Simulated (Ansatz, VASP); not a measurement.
# La: VASP beside Ansatz

The input INCAR:

```
PREC = Accurate
ENCUT = 520
EDIFF = 1E-6
ISMEAR = -1
SIGMA = 0.1
LREAL = False
LASPH = True
NELM = 60
ALGO = Normal
ISIF = 2
LWAVE = False
LCHARG = False
GGA = RP
NBANDS = 18
```

Contents of KPOINTS:

```
Automatic mesh
0
Gamma
  11 11 6
```

Contents of POSCAR:

```
La
1.0
    4.0084543184      0.0000000000      0.0000000000
   -2.0042271592      3.4714232696      0.0000000000
    0.0000000000      0.0000000000      6.4211260354
La
2
Direct
    0.3333333333      0.6666666667      0.2500000000
    0.6666666667      0.3333333333      0.7500000000
```

Input for Ansatz:

```yaml
crystal:
  lattice:
    - [4.0084543184, 0.0, 0.0]
    - [-2.0042271592, 3.4714232696, 0.0]
    - [0.0, 0.0, 6.4211260354]
  atoms:
    - { symbol: La, position: [0.3333333333, 0.6666666667, 0.25] }
    - { symbol: La, position: [0.6666666667, 0.3333333333, 0.75] }
hamiltonian:
  xc: rpbe
  pseudopotentials:
    kind: paw
    azcp:
      La: "pseudopotentials/La.paw.azcp"
basis:
  ecutwfc: 420
  fft_grid_basis: typed
kpoints:
  mp_grid: { grid: [11, 11, 6], shift: [0, 0, 0] }
magnetization:
  spin_polarized: false
scf:
  occupations: { method: fermi_dirac, width: 0.1 }
  lower_state_search: "off"
output:
  stress: true
```

Alike in both runs: task single point; functional RPBE; k mesh 11 × 11 × 6; occupations fermi-dirac, width 0.1 eV; no spin polarisation.

|  | VASP | Ansatz |
| --- | --- | --- |
| version | VASP 6.6.1 | Ansatz 0.2.0 |
| potentials or method | VASP PAW PBE potentials, release 64 (La), cutoff 520 eV | plane waves (420 eV) with PAW, scalar-relativistic |
| valence electrons in the cell | 22 | 22 |

VASP gave:

* pressure (GPa): -2.3
* traceless stress, the component that is largest in VASP (GPa): -0.16

Question: Which values does Ansatz return?

Answer: Pressure (GPa): -2.3; traceless stress, the component that is largest in VASP (GPa): -0.15.

VASP's potentials were made for PBE, not for RPBE.

Spin-orbit coupling is off throughout.
